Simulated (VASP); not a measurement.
Write the native input for VASP 6.6.1 that does the following.

```
Task                   : single point
Functional             : PBEsol
Potentials or basis    : VASP PAW PBE potentials, release 64 (Pt)
Cutoff                 : 520 eV
k mesh                 : 24 × 24 × 24
Occupations            : gaussian, width 0.1 eV
Spin                   : no spin polarisation
Dipole correction      : no
Further INCAR settings : ALGO = Normal; EDIFF = 1e-06; NBANDS = 11
```

The structure of Pt lies in POSCAR:

```
Pt
1.0
    0.0000000000      1.9590727670      1.9590727670
    1.9590727670      0.0000000000      1.9590727670
    1.9590727670      1.9590727670      0.0000000000
Pt
1
Direct
    0.0000000000      0.0000000000      0.0000000000
```

These files were run (other wordings do the same):

INCAR

```
ALGO = Normal ; EDIFF = 1E-6
ENCUT = 520 ; GGA = PS
ISIF = 2 ; ISMEAR = 0
LASPH = True ; LCHARG = False
LREAL = False ; LWAVE = False
NBANDS = 11 ; NELM = 100
PREC = Accurate ; SIGMA = 0.1
```

KPOINTS

```
k-points
0
Gamma
  24 24 24
```

Potentials or basis: VASP PAW PBE potentials, release 64 (Pt).

Launch:

```bash
$ cat potpaw_PBE.64/Pt/POTCAR > POTCAR
$ mpirun -np 1 vasp_std > vasp.out
```

Results of the run:

```yaml
Pressure: -0.4 GPa
Band_gap_on_the_k_mesh: zero (band 5 reaches 11.65 eV, above the bottom of band 6 at 9.41 eV)
```

Caveat: the PAW data sets were made with another functional, which shifts forces and pressure a little; spin-orbit coupling is left out, which moves the levels of the heavy elements.

It took 44 s on 1 thread of Intel(R) Xeon(R) Platinum 8259CL CPU @ 2.50GHz (Skylake/Cascade Lake), on a shared host, peak memory 0.2 GiB.
